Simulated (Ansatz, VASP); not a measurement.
**Nb: VASP beside Ansatz**

File INCAR:

```
PREC     = Accurate       # precision mode
ENCUT    = 520            # plane-wave cutoff, eV
EDIFF    = 1E-6           # SCF threshold, eV
ISMEAR   = 0              # smearing method
SIGMA    = 0.15           # smearing width, eV
LREAL    = False          # projectors in reciprocal space
LASPH    = True           # aspherical terms in the spheres
NELM     = 60             # most SCF steps
ALGO     = Fast           # electronic algorithm
ISIF     = 2              # what is computed and relaxed
LWAVE    = False          # write WAVECAR
LCHARG   = True           # write CHGCAR
GGA      = PS             # functional
LELF     = True           # ELF
LVHAR    = True         
NBANDS   = 12             # bands
```

The input KPOINTS:

```
Automatic mesh
0
Gamma
  20 20 20
```

The input POSCAR:

```
Nb
1.0
    0.0000000000      2.1150000000      2.0727000000
    2.1150000000      0.0000000000      2.0727000000
    2.1150000000      2.1150000000      0.0000000000
Nb
1
Direct
    0.0000000000      0.0000000000      0.0000000000
```

Input for Ansatz:

```yaml
crystal:
  lattice:
    - [0.0, 2.115, 2.0727]
    - [2.115, 0.0, 2.0727]
    - [2.115, 2.115, 0.0]
  atoms:
    - { symbol: Nb, position: [0.0, 0.0, 0.0] }
basis:
  ecutwfc: 420
kpoints:
  mp_grid: { grid: [20, 20, 20] }
hamiltonian:
  xc: pbesol
scf:
  occupations: { method: gaussian, width: 0.15 }
output:
  forces: true
  stress: true
  eigenvalues: true
  write_density: true
  write_potential: true
  elf: true
  volumetric_format: npy
```

Change from the starting cell: strain -0.0200 x Voigt [0, 0, 1, 0, 0, 0], atoms carried along.

Alike in both runs: task single point; functional PBEsol; k mesh 20 × 20 × 20; occupations gaussian, width 0.15 eV; no spin polarisation.

|  | VASP | Ansatz |
| --- | --- | --- |
| version | VASP 6.6.1 | Ansatz 0.2.0 |
| potentials or method | VASP PAW PBE potentials, release 64 (Nb_sv), cutoff 520 eV | scalar-relativistic, plane waves, PAW |
| valence electrons in the cell | 13 | 13 |

Ansatz gave:

| Quantity | Value |
| --- | --- |
| gap on the k mesh at the Fermi level (eV) | none |
| pressure (GPa) | -3.9 |
| traceless stress, the component that is largest in VASP (GPa) | -3.88 |

Question: Which values does VASP return?

Answer: gap on the k mesh at the Fermi level (eV): none; pressure (GPa): -4.1; traceless stress, the component that is largest in VASP (GPa): -3.85.

VASP's potentials were made for PBE, not for PBEsol. A gap of «none» marks a metal or a gap that the smearing closes. With one functional, cell and mesh, what is left measures potentials, basis and numerics.
